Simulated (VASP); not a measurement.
# In (Im-3m) in VASP: settings compared, part 2 of 2

VASP 6.6.1. Earlier steps stand in the parts before.

**3. Single point, LDA (volume scaled by 0.94)**

INCAR reads:

```
PREC = Accurate ; ENCUT = 520
EDIFF = 1E-6 ; ISMEAR = -1
SIGMA = 0.05 ; LREAL = False
LASPH = True ; NELM = 80
ALGO = Fast ; ISIF = 2
LWAVE = False ; LCHARG = True
GGA = CA ; LELF = True
LVHAR = True ; NBANDS = 12
```

KPOINTS reads:

```
regular mesh
0
Gamma
  10 10 10
```

POSCAR reads:

```
In
1.0
   -1.8440955744      1.8440955744      1.8440955744
    1.8440955744     -1.8440955744      1.8440955744
    1.8440955744      1.8440955744     -1.8440955744
In
1
Direct
    0.0000000000      0.0000000000      0.0000000000
```

Potentials or basis: VASP PAW LDA potentials, release 64 (In_d).

Started as:

```
> cat potpaw_LDA.64/In_d/POTCAR > POTCAR
> mpirun -np 1 vasp_std > vasp.out
```

OUTCAR:

```text
PREC = Accurate
   ENCUT = 520
   EDIFF = 1E-6
   ISMEAR = -1
   LREAL = False
   LASPH = True
   NELM = 80
   ISIF = 2
   GGA = CA

 ion  position               nearest neighbor table
   1  0.000  0.000  0.000-

  LATTYP: Found a body centered cubic cell.
 ALAT       =     3.6881911488

  Lattice vectors:

 A1 = (  -1.8440955744,   1.8440955744,   1.8440955744)
 A2 = (   1.8440955744,  -1.8440955744,   1.8440955744)
 A3 = (   1.8440955744,   1.8440955744,  -1.8440955744)

Analysis of symmetry for initial positions (statically):
=====================================================================
 Subroutine PRICEL returns:
 Original cell was already a primitive cell.

 Routine SETGRP: Setting up the symmetry group for a
 body centered cubic supercell.

 Subroutine GETGRP returns: Found 48 space group operations
 (whereof 48 operations were pure point group operations)
 out of a pool of 48 trial point group operations.

The static configuration has the point symmetry O_h .

Analysis of symmetry for dynamics (positions and initial velocities):
=====================================================================
 Subroutine PRICEL returns:
 Original cell was already a primitive cell.

 Routine SETGRP: Setting up the symmetry group for a
 body centered cubic supercell.

 Subroutine GETGRP returns: Found 48 space group operations
 (whereof 48 operations were pure point group operations)
 out of a pool of 48 trial point group operations.

The dynamic configuration has the point symmetry O_h .

 Subroutine INISYM returns: Found 48 space group operations
 (whereof 48 operations are pure point group operations),
 and found     1 'primitive' translations

----------------------------------------------------------------------------------------
[... 108 lines left out ...]
   IALGO  =     68    algorithm
   IMIX   =      4    mixing-type and parameters
     AMIX     =   0.40;   BMIX     =  1.00
     AMIX_MAG =   1.60;   BMIX_MAG =  1.00
  volume/ion in A,a.u.               =      25.08       169.28
  Fermi-wavevector in a.u.,A,eV,Ry     =   1.314980  2.484952 23.526824  1.729173
  Thomas-Fermi vector in A             =   2.445195
   LORBIT       =      0    0 simple, 1 ext, 2 COOP (PROOUT), +10 PAW based schemes
   GGA     = CA    functional components
   LHFCALC =     F    Hartree Fock is set to
   AEXX    =    0.0000 exact exchange contribution
   IVDW    =     0    specifies the selected vdW correction
   LEPSILON=     F    determine dielectric tensor
   LRPA    =     F    only Hartree local field effects (RPA)
 non-spin polarized calculation
 RMM-DIIS sequential band-by-band and
  energy-cutoff  :      520.00
  volume of cell :       25.08
 maximum number of plane-waves:       687
   NGX = 11   NGY = 11   NGZ = 11

 number of electron      12.9999992 magnetization

 Free energy of the ion-electron system (eV)
  ---------------------------------------------------
  ext. energy  EPLUGINS =         0.00000000
  ---------------------------------------------------
  free energy    TOTEN  =        -3.20900222 eV

  energy without entropy =       -3.20370647  energy(sigma->0) =       -3.20635434

 E-fermi :   7.6344     XC(G=0): -10.7312

 val. band max:        7.6210457242   @ k =   0.3000   0.3000   0.0000
 cond. band min:       7.6493925121   @ k =   0.2000   0.2000   0.2000
 fundamental gap:      0.0283467880
 Fermi energy:         7.6343912087

 k-point     1 :       0.0000    0.0000    0.0000
  band No.  band energies     occupation
      1      -6.9455      2.00000
      2      -6.9455      2.00000
      3      -6.9455      2.00000
      4      -6.6303      2.00000
      5      -6.6303      2.00000
      6      -2.1483      2.00000
      7      19.1323      0.00000
      8      19.1323      0.00000
      9      19.1323      0.00000
     10      20.9298      0.00000
     11      20.9298      0.00000
     12      20.9298      0.00000
[... 331 lines left out ...]
 k-point    24 :      -0.3000    0.3000    0.1000
  band No.  band energies     occupation
      1      -6.9802      2.00000
      2      -6.9113      2.00000
      3      -6.7133      2.00000
      4      -6.6472      2.00000
      5      -6.6242      2.00000
      6       0.2972      2.00000
      7      10.0723      0.00000
      8      14.0276      0.00000
      9      15.2193      0.00000
     10      18.9877      0.00000
     11      19.9568      0.00000
     12      20.8500      0.00000

 [... further k-points ...]
[... 5 lines left out ...]
  --------------------------------------------------------------------------------------
  -------------------------------------------------------------------------------------
  Total       -0.0732279     -0.0732279     -0.0732279      0.0000000     -0.0000000      0.0000000
  in kB       -4.6771038     -4.6771038     -4.6771038      0.0000000     -0.0000000      0.0000000
  external PRESSURE =      -4.6771038 kB  Pullay stress =       0.0000000 kB

 VOLUME and BASIS-vectors are now :
 -----------------------------------------------------------------------------
  energy-cutoff  :      520.00
  volume of cell :       25.08
      direct lattice vectors                 reciprocal lattice vectors
    -1.844095574  1.844095574  1.844095574     0.000000000  0.271135622  0.271135622
     1.844095574 -1.844095574  1.844095574     0.271135622  0.000000000  0.271135622
     1.844095574  1.844095574 -1.844095574     0.271135622  0.271135622  0.000000000

 POSITION                                       TOTAL-FORCE (eV/Angst)
 -----------------------------------------------------------------------------------
      0.00000      0.00000      0.00000         0.000000      0.000000      0.000000
 -----------------------------------------------------------------------------------
    total drift:                                0.000000      0.000000      0.000000

  FREE ENERGIE OF THE ION-ELECTRON SYSTEM (eV)
  ---------------------------------------------------
  free  energy   TOTEN  =        -3.2090022153 eV

  energy  without entropy=       -3.2037064720  energy(sigma->0) =       -3.20635434
```

OSZICAR:

```text
N       E                     dE             d eps       ncg     rms          rms(c)
DAV:   1     0.785305972020E+02    0.78531E+02   -0.63332E+03  1152   0.140E+03
DAV:   2     0.482431225274E+00   -0.78048E+02   -0.76066E+02  1176   0.302E+02
DAV:   3    -0.316339312868E+01   -0.36458E+01   -0.36360E+01  1372   0.651E+01
DAV:   4    -0.324279865116E+01   -0.79406E-01   -0.79381E-01  1400   0.939E+00
DAV:   5    -0.324652853618E+01   -0.37299E-02   -0.37295E-02  1548   0.183E+00    0.259E+00
RMM:   6    -0.321651947235E+01    0.30009E-01   -0.33413E-02  1378   0.286E+00    0.136E+00
RMM:   7    -0.320950120984E+01    0.70183E-02   -0.12526E-02  1334   0.135E+00    0.276E-01
RMM:   8    -0.320895961217E+01    0.54160E-03   -0.18253E-03  1650   0.659E-01    0.951E-02
RMM:   9    -0.320899635436E+01   -0.36742E-04   -0.57317E-04  1690   0.229E-01    0.271E-02
RMM:  10    -0.320899546622E+01    0.88814E-06   -0.14981E-04  1508   0.223E-01    0.735E-03
RMM:  11    -0.320900178158E+01   -0.63154E-05   -0.67101E-05  1797   0.812E-02    0.186E-02
RMM:  12    -0.320900168129E+01    0.10029E-06   -0.11779E-05  1418   0.493E-02    0.251E-03
RMM:  13    -0.320900221527E+01   -0.53398E-06   -0.54460E-06   994   0.224E-02
   1 F= -.32090022E+01 E0= -.32063543E+01  d E =-.529574E-02
```

stdout:

```text
POSCAR found type information on POSCAR In
 POSCAR found :  1 types and       1 ions
 scaLAPACK will be used
 LDA part: xc-table for (Slater(with rela. corr.)+CA(PZ))
 , standard interpolation
 POSCAR, INCAR and KPOINTS ok, starting setup
 FFT: planning ... GRIDC
 FFT: planning ... GRID_SOFT
 FFT: planning ... GRID
 WAVECAR not read
 entering main loop
WARNING in EDDRMM: call to ZHEGV failed, returncode =   8  4     11
```

Wall time 16 s (1 thread of Intel Xeon 8259CL, shared host); peak memory 0.13 GiB.

What came out:

```yaml
Free_energy: -3.2090 eV
Pressure: -0.5 GPa
```

Levels at points of the mesh, in eV from the Fermi level:
```csv
k point,band 2,band 3,band 4,band 5,band 6,band 7,band 8,band 9,band 10,band 11
"(0.00, 0.00, 0.00)",-14.58,-14.58,-14.26,-14.26,-9.78,11.50,11.50,11.50,13.30,13.30
"(0.50, 0.00, 0.00)",-14.63,-14.28,-14.27,-14.07,-3.91,-3.27,6.10,7.55,10.52,10.66
"(0.50, 0.50, 0.50)",-14.71,-14.12,-14.12,-14.12,1.27,1.30,1.30,1.30,5.56,5.56
```

Caveat: spin-orbit coupling is left out, which moves the levels of the heavy elements.

**4. Single point, LDA (volume scaled by 0.96)**

INCAR reads:

```
SYSTEM = In
PREC = Accurate
ENCUT = 520
EDIFF = 1E-7
ISMEAR = -1
SIGMA = 0.05
LREAL = .False.
LASPH = .True.
NELM = 100
ALGO = Normal
ISIF = 2
LWAVE = .False.
LCHARG = .True.
LELF = .True.
LVHAR = .True.
NBANDS = 12
```

KPOINTS reads:

```
Automatic mesh
0
Gamma
  10 10 10
  0 0 0
```

POSCAR reads:

```
In
1.0
   -1.8570825908      1.8570825908      1.8570825908
    1.8570825908     -1.8570825908      1.8570825908
    1.8570825908      1.8570825908     -1.8570825908
In
1
Direct
    0.0000000000      0.0000000000      0.0000000000
```

Started as:

```
> cat potpaw_LDA.64/In_d/POTCAR > POTCAR
> mpirun -np 1 vasp_std > vasp.out
```

Wall time 12 s (1 thread of Intel Xeon 8259CL, shared host); peak memory 0.13 GiB.

Results (log left out):

- Free energy: -3.2061 eV
- Pressure: -1.4 GPa

Levels at points of the mesh, in eV from the Fermi level:
```csv
k point,band 2,band 3,band 4,band 5,band 6,band 7,band 8,band 9,band 10,band 11
"(0.00, 0.00, 0.00)",-14.55,-14.55,-14.25,-14.25,-9.63,11.26,11.26,11.26,13.24,13.24
"(0.50, 0.00, 0.00)",-14.60,-14.27,-14.25,-14.06,-3.91,-3.18,6.00,7.47,10.40,10.49
"(0.50, 0.50, 0.50)",-14.67,-14.11,-14.11,-14.11,1.11,1.30,1.30,1.30,5.53,5.53
```

Caveat: spin-orbit coupling is left out, which moves the levels of the heavy elements.

**5. The runs side by side**

| level | potentials or basis | cell | gap on the mesh (eV) | pressure (GPa) |
| --- | --- | --- | --- | --- |
| PBEsol | VASP PAW PBE potentials, release 64 (In_d) | a = 3.239 Å, angles 109.5°, 1 atom | none | -0.6 |
| LDA | VASP PAW LDA potentials, release 64 (In_d) | a = 3.194 Å, angles 109.5°, 1 atom | none | -0.5 |
| LDA | VASP PAW LDA potentials, release 64 (In_d) | a = 3.217 Å, angles 109.5°, 1 atom | none | -1.4 |

Alike in all rows: task single point; no spin polarisation; k mesh 10 × 10 × 10; cutoff (eV) 520; smearing fermi-dirac 0.05 eV.

Caveats: spin-orbit coupling is left out, which moves the levels of the heavy elements; the PAW data sets were made with another functional, which shifts forces and pressure a little (some runs).

Total energies depend on the potentials used, so only differences within one code and one set of settings carry meaning.
